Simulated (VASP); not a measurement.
# KRu4 (P6/mmm) in VASP: further runs, part 2 of 3

VASP 6.6.1. Earlier steps stand in the parts before.

### Step 3. Single point, PBE

This run uses another cell than the first one, of 21.08 Å³/atom.

Contents of INCAR:

```
PREC = Accurate
ENCUT = 520
EDIFF = 1E-6
ISMEAR = 0
SIGMA = 0.1
LREAL = F
LASPH = T
NELM = 80
ALGO = Normal
ISIF = 2
LWAVE = F
LCHARG = F
GGA = PE
NBANDS = 40
```

Contents of KPOINTS:

```
regular mesh
0
Gamma
  6 6 4
```

Contents of POSCAR:

```
KRu4
1.0
    4.4715549000      0.0000000000      0.0000000000
   -2.2357774500      3.8724801400      0.0000000000
    0.0000000000      0.0000000000      6.0864028400
K Ru
1 4
Direct
    0.0000000000      0.0000000000      0.0000000000
    0.3333333300      0.6666666700      0.0000000000
    0.6666666700      0.3333333300      0.0000000000
    0.3333333300      0.6666666700      0.5000000000
    0.6666666700      0.3333333300      0.5000000000
```

Potentials or basis: VASP PAW PBE potentials, release 64 (K_sv, Ru_pv).

On the command line:

```
$ cat potpaw_PBE.64/K_sv/POTCAR potpaw_PBE.64/Ru_pv/POTCAR > POTCAR
$ mpirun -np 1 vasp_std > vasp.out
```

OUTCAR:

```text
PREC = Accurate
   ENCUT = 520
   EDIFF = 1E-6
   ISMEAR = 0
   LREAL = F
   LASPH = T
   NELM = 80
   ISIF = 2
   GGA = PE

 ion  position               nearest neighbor table
   1  0.000  0.000  0.000-   2 2.58   3 2.58   3 2.58   2 2.58   3 2.58   2 2.58
   2  0.333  0.667  0.000-   1 2.58   3 2.58   3 2.58   1 2.58   1 2.58   3 2.58   4 3.04   4 3.04

   3  0.667  0.333  0.000-   1 2.58   2 2.58   2 2.58   1 2.58   1 2.58   2 2.58   5 3.04   5 3.04

   4  0.333  0.667  0.500-   5 2.58   5 2.58   5 2.58   2 3.04   2 3.04
   5  0.667  0.333  0.500-   4 2.58   4 2.58   4 2.58   3 3.04   3 3.04

  LATTYP: Found a hexagonal cell.
 ALAT       =     4.4715549000
 C/A-ratio  =     1.3611378986

  Lattice vectors:

 A1 = (   4.4715549000,   0.0000000000,   0.0000000000)
 A2 = (  -2.2357774500,   3.8724801400,   0.0000000000)
 A3 = (   0.0000000000,   0.0000000000,   6.0864028400)

Analysis of symmetry for initial positions (statically):
=====================================================================
 Subroutine PRICEL returns:
 Original cell was already a primitive cell.

 Routine SETGRP: Setting up the symmetry group for a
 hexagonal supercell.

 Subroutine GETGRP returns: Found 24 space group operations
 (whereof 24 operations were pure point group operations)
 out of a pool of 24 trial point group operations.

The static configuration has the point symmetry D_6h.

Analysis of symmetry for dynamics (positions and initial velocities):
=====================================================================
 Subroutine PRICEL returns:
 Original cell was already a primitive cell.

 Routine SETGRP: Setting up the symmetry group for a
 hexagonal supercell.

 Subroutine GETGRP returns: Found 24 space group operations
 (whereof 24 operations were pure point group operations)
 out of a pool of 24 trial point group operations.

The dynamic configuration has the point symmetry D_6h.

 Subroutine INISYM returns: Found 24 space group operations
 (whereof 24 operations are pure point group operations),
 and found     1 'primitive' translations

----------------------------------------------------------------------------------------

                                     Primitive cell

  volume of cell :     105.3922

  direct lattice vectors                    reciprocal lattice vectors
     4.471554900  0.000000000  0.000000000     0.223635854  0.129116221  0.000000000
    -2.235777450  3.872480140  0.000000000     0.000000000  0.258232441  0.000000000
     0.000000000  0.000000000  6.086402840     0.000000000  0.000000000  0.164300659

  length of vectors
     4.471554900  4.471554902  6.086402840     0.258232441  0.258232441  0.164300659

  position of ions in fractional coordinates (direct lattice)
     0.000000000  0.000000000  0.000000000
     0.333333330  0.666666670  0.000000000
     0.666666670  0.333333330  0.000000000
     0.333333330  0.666666670  0.500000000
     0.666666670  0.333333330  0.500000000

  ion indices of the primitive-cell ions
   primitive index   ion index
                 1           1
                 2           2
                 3           3
                 4           4
[... 24 lines left out ...]
 ===========================================

 Found     21 irreducible k-points:

 Following reciprocal coordinates:
            Coordinates               Weight
  0.000000  0.000000  0.000000      1.000000
  0.166667 -0.000000  0.000000      6.000000
  0.333333  0.000000  0.000000      6.000000
  0.500000  0.000000  0.000000      3.000000
  0.166667  0.166667  0.000000      6.000000
  0.333333  0.166667  0.000000     12.000000
[... 13 lines left out ...]
  0.333333  0.166667  0.500000     12.000000
  0.333333  0.333333  0.500000      2.000000
   k-points           NKPTS =     21   k-points in BZ     NKDIM =     21   number of bands    NBANDS=     40
   number of dos      NEDOS =    301   number of ions     NIONS =      5
   total plane-waves  NPLWV =  62208
   dimension x,y,z NGX =    36 NGY =   36 NGZ =   48
   dimension x,y,z NGXF=    72 NGYF=   72 NGZF=   96
   ions per type =               1   4
   NGX,Y,Z   is equivalent  to a cutoff of  13.38, 13.38, 13.11 a.u.
   NGXF,Y,Z  is equivalent  to a cutoff of  26.77, 26.77, 26.22 a.u.
 SYSTEM =  unknown system
   PREC   = accura    normal or accurate (medium, high low for compatibility)
   ISTART =      0    job   : 0-new  1-cont  2-samecut
   ICHARG =      2    charge: 1-file 2-atom 10-const
   ISPIN  =      1    spin polarized calculation?
   LNONCOLLINEAR =      F non collinear calculations
   LSORBIT =      F    spin-orbit coupling
   LASPH  =      T    aspherical Exc in radial PAW
   ENCUT  =  520.0 eV  38.22 Ry    6.18 a.u.   8.31  8.31 11.32*2*pi/ulx,y,z
   NELM   =     80;   NELMIN=  2; NELMDL= -5     # of ELM steps
   EDIFF  = 0.1E-05   stopping-criterion for ELM
   LREAL  =      F    real-space projection
   EDIFFG = 0.1E-04   stopping-criterion for IOM
   NSW    =      0    number of steps for IOM
   IBRION =     -1    ionic relax: 0-MD 1-quasi-New 2-CG
   NFREE  =      0    steps in history (QN), initial steepest desc. (CG)
   ISIF   =      2    stress and relaxation
   ISYM   =      2    0-nonsym 1-usesym 2-fastsym
   POTIM  = 0.5000    time-step for ionic-motion
   TEBEG  =    0.0;   TEEND  =   0.0 temperature during run
   PSTRESS=    0.0 pullay stress
   NELECT =      65.0000    total number of electrons
   NUPDOWN=      -1.0000    fix difference up-down
   EMIN   =  10.00;   EMAX   =-10.00  energy-range for DOS
   EFERMI =   0.00;   METHOD = LEGACY
   ISMEAR =     0;   SIGMA  =   0.10  broadening in eV -4-tet -1-fermi 0-gaus
   EFERMI_NEDOS =   21; number of points for ismear=-14 and -15
   IALGO  =     38    algorithm
   IMIX   =      4    mixing-type and parameters
     AMIX     =   0.40;   BMIX     =  1.00
     AMIX_MAG =   1.60;   BMIX_MAG =  1.00
  volume/ion in A,a.u.               =      21.08       142.24
  Fermi-wavevector in a.u.,A,eV,Ry     =   1.393509  2.633350 26.420711  1.941867
  Thomas-Fermi vector in A             =   2.517148
   LORBIT       =      0    0 simple, 1 ext, 2 COOP (PROOUT), +10 PAW based schemes
   GGA     = PE    functional components
   LHFCALC =     F    Hartree Fock is set to
   AEXX    =    0.0000 exact exchange contribution
   IVDW    =     0    specifies the selected vdW correction
   LEPSILON=     F    determine dielectric tensor
   LRPA    =     F    only Hartree local field effects (RPA)
 non-spin polarized calculation
 Gauss-broadening in eV      SIGMA  =   0.10
  energy-cutoff  :      520.00
  volume of cell :      105.39
 maximum number of plane-waves:      2878
 NGX is ok and might be reduce to    36
   NGX = 17   NGY = 17   NGZ = 23

 number of electron      65.0000007 magnetization

 Free energy of the ion-electron system (eV)
  ---------------------------------------------------
  ext. energy  EPLUGINS =         0.00000000
  ---------------------------------------------------
  free energy    TOTEN  =       -27.84649989 eV

  energy without entropy =      -27.78943844  energy(sigma->0) =      -27.81796917

 E-fermi :   5.6960     XC(G=0): -10.8974

 val. band max:        5.6870029362   @ k =   0.3333   0.1667   0.0000
 cond. band min:       5.6995313807   @ k =   0.3333   0.0000   0.0000
 fundamental gap:      0.0125284445
 Fermi energy:         5.6960475476

 k-point     1 :       0.0000    0.0000    0.0000
  band No.  band energies     occupation
      1     -37.0591      2.00000
      2     -37.0591      2.00000
      3     -36.9550      2.00000
      4     -36.9550      2.00000
      5     -36.8031      2.00000
      6     -36.6737      2.00000
[... 892 lines left out ...]
     39       7.9604      0.00000
     40       8.3724      0.00000

------------------------ aborting loop because EDIFF is reached ----------------------------------------

  FORCE on cell =-STRESS in cart. coord.  units (eV):
  Direction    XX          YY          ZZ          XY          YZ          ZX
  --------------------------------------------------------------------------------------
  -------------------------------------------------------------------------------------
  Total        1.1557819      1.1557819    -16.4868497      0.0000000      0.0000000     -0.0000000
  in kB       17.5702533     17.5702533   -250.6338941      0.0000000      0.0000000     -0.0000000
  external PRESSURE =     -71.8311292 kB  Pullay stress =       0.0000000 kB

 VOLUME and BASIS-vectors are now :
 -----------------------------------------------------------------------------
  energy-cutoff  :      520.00
  volume of cell :      105.39
      direct lattice vectors                 reciprocal lattice vectors
     4.471554900  0.000000000  0.000000000     0.223635854  0.129116221  0.000000000
    -2.235777450  3.872480140  0.000000000     0.000000000  0.258232441  0.000000000
     0.000000000  0.000000000  6.086402840     0.000000000  0.000000000  0.164300659

 POSITION                                       TOTAL-FORCE (eV/Angst)
 -----------------------------------------------------------------------------------
      0.00000      0.00000      0.00000        -0.000000      0.000000      0.000000
     -0.00000      2.58165      0.00000        -0.000000      0.000000      0.000000
      2.23578      1.29083      0.00000         0.000000     -0.000000     -0.000000
     -0.00000      2.58165      3.04320        -0.000000     -0.000000      0.000000
      2.23578      1.29083      3.04320         0.000000      0.000000      0.000000
 -----------------------------------------------------------------------------------
    total drift:                                0.000000     -0.000000     -0.000000

  FREE ENERGIE OF THE ION-ELECTRON SYSTEM (eV)
  ---------------------------------------------------
  free  energy   TOTEN  =       -27.8464998940 eV

  energy  without entropy=      -27.7894384428  energy(sigma->0) =      -27.81796917
```

OSZICAR:

```text
N       E                     dE             d eps       ncg     rms          rms(c)
DAV:   1     0.742417038151E+03    0.74242E+03   -0.38680E+04  1728   0.167E+03
DAV:   2    -0.546576501355E+01   -0.74788E+03   -0.72576E+03  1832   0.514E+02
DAV:   3    -0.303660184893E+02   -0.24900E+02   -0.23641E+02  2120   0.922E+01
DAV:   4    -0.314094691238E+02   -0.10435E+01   -0.10388E+01  2736   0.128E+01
DAV:   5    -0.314212036049E+02   -0.11734E-01   -0.11727E-01  2120   0.132E+00    0.262E+01
DAV:   6    -0.691740686188E+02   -0.37753E+02   -0.12855E+02  2008   0.544E+01    0.492E+01
DAV:   7    -0.286692879863E+02    0.40505E+02   -0.44059E+01  1872   0.327E+01    0.126E+01
DAV:   8    -0.301231750617E+02   -0.14539E+01   -0.16790E+01  2000   0.164E+01    0.170E+01
DAV:   9    -0.278781776836E+02    0.22450E+01   -0.46294E+00  1952   0.888E+00    0.448E+00
DAV:  10    -0.280117903493E+02   -0.13361E+00   -0.97523E-01  2112   0.463E+00    0.480E+00
DAV:  11    -0.278493223758E+02    0.16247E+00   -0.54263E-01  1920   0.323E+00    0.128E+00
DAV:  12    -0.278483850790E+02    0.93730E-03   -0.11915E-02  2272   0.673E-01    0.854E-01
DAV:  13    -0.278473234047E+02    0.10617E-02   -0.16732E-03  1992   0.216E-01    0.470E-01
DAV:  14    -0.278465583341E+02    0.76507E-03   -0.13826E-03  1944   0.189E-01    0.131E-01
DAV:  15    -0.278465095408E+02    0.48793E-04   -0.11514E-04  2112   0.564E-02    0.787E-02
DAV:  16    -0.278465006065E+02    0.89343E-05   -0.25821E-05  2584   0.229E-02    0.335E-02
DAV:  17    -0.278464998940E+02    0.71244E-06   -0.25398E-06  1496   0.903E-03
   1 F= -.27846500E+02 E0= -.27817969E+02  d E =-.570615E-01
```

Wall time 1.9 min (1 thread of Oxide Virtual Turin-like, shared host); peak memory 0.23 GiB.

Results:

```
Free energy            : -27.8465 eV
Pressure               : -7.2 GPa
Band gap on the k mesh : zero (an odd number of electrons rules out a gap without spin polarisation)
```

Stress tensor (GPa, compression positive):
```
  1.76   0.00   0.00
  0.00   1.76   0.00
  0.00   0.00 -25.06
```

Levels at points of the mesh, in eV from the Fermi level:
```csv
k point,band 31,band 32,band 33,band 34,band 35,band 36
"(0.00, 0.00, 0.00)",-0.86,-0.86,-0.36,-0.36,0.29,0.44
"(0.50, 0.00, 0.00)",-0.46,-0.10,0.05,0.31,0.73,0.76
"(0.00, 0.00, 0.50)",-0.48,-0.48,-0.32,-0.32,-0.26,-0.25
"(0.50, 0.00, 0.50)",-0.47,-0.07,-0.03,0.23,0.39,0.69
```

Caveat: the stress differs along the axes, from -25 to 2 GPa.

### Step 4. Relaxation of cell and atoms, PBE

This run uses another cell than the first one, of 21.08 Å³/atom.

Contents of INCAR:

```
PREC = Accurate
ENCUT = 600
EDIFF = 1E-6
ISMEAR = 0
SIGMA = 0.1
LREAL = False
LASPH = True
NELM = 60
ALGO = Fast
ISIF = 3
LWAVE = False
LCHARG = False
GGA = PE
IBRION = 2
NSW = 90
EDIFFG = -0.04
```

KPOINTS is that of step 3.

POSCAR is that of step 3.

On the command line:

```
$ cat potpaw_PBE.64/K_sv/POTCAR potpaw_PBE.64/Ru_pv/POTCAR > POTCAR
$ mpirun -np 1 vasp_std > vasp.out
```

Wall time 27 min (1 thread of Oxide Virtual Turin-like, shared host); peak memory 0.27 GiB.

Results (log left out):

```
Free energy                           : -31.5476 eV
Relaxed volume                        : 18.95 Å³/atom
Relaxed cell                          : a = 4.829 Å, b = 4.829 Å, c = 4.693 Å, α = 90.00°, β = 90.00°, γ = 120.00°
Space group after relaxing (to 0.1 Å) : P6/mmm (No. 191)
Energy gained by relaxing             : 740.3 meV/atom
Ionic steps                           : 10
Pressure after relaxing               : 0.1 GPa
Band gap on the k mesh                : zero (an odd number of electrons rules out a gap without spin polarisation)
```

Stress tensor (GPa, compression positive):
```
 0.15  0.00  0.00
 0.00  0.15  0.00
 0.00  0.00 -0.11
```

Step by step:
| step | energy change (eV) | largest force (eV/Å) | pressure (GPa) | volume (Å³) |
| --- | --- | --- | --- | --- |
| 1 | 0.0000 | 0.0000 | -7.16 | 105.39 |
| 2 | -2.5438 | 0.0000 | 1.71 | 90.65 |
| 3 | -3.0815 | 0.0000 | 12.41 | 85.23 |
| 4 | -3.0310 | 0.0000 | 19.23 | 83.02 |
| 5 | -3.0933 | 0.0000 | 14.38 | 84.51 |
| 6 | -2.5568 | 0.0000 | 19.71 | 90.06 |
| 7 | -3.4013 | 0.0000 | 13.41 | 86.70 |
| 8 | -3.5976 | 0.0000 | -5.67 | 98.78 |
| 9 | -3.6894 | 0.0000 | 0.12 | 94.06 |
| 10 | -3.7015 | 0.0000 | 0.06 | 94.76 |

Final structure:
```xyz
5
Lattice="4.8286 0.0000 0.0000 -2.4143 4.1817 0.0000 0.0000 0.0000 4.6932" Properties=species:S:1:pos:R:3 pbc="T T T"
K     0.0000    0.0000    0.0000
Ru    0.0000    2.7878    4.6932
Ru    2.4143    1.3939    0.0000
Ru    0.0000    2.7878    2.3466
Ru    2.4143    1.3939    2.3466
```

Levels at points of the mesh, in eV from the Fermi level:
```tsv
k point	band 29	band 30	band 31	band 32	band 33	band 34	band 35	band 36
(0.00, 0.00, 0.00)	-1.05	-1.05	-0.41	-0.41	0.99	0.99	1.68	1.68
(0.50, 0.00, 0.00)	-1.13	-0.85	0.42	0.69	0.91	1.14	1.14	1.51
(0.00, 0.00, 0.50)	-1.39	-1.39	-1.27	-1.27	-1.23	-1.22	-0.55	-0.55
(0.50, 0.00, 0.50)	-1.50	-1.49	-1.10	-0.95	-0.61	-0.60	-0.19	0.23
```

Caveat: a cell axis changed by over 15 % at a fixed basis, so the end point is rough.

(Part 2 of 3 ends here.)
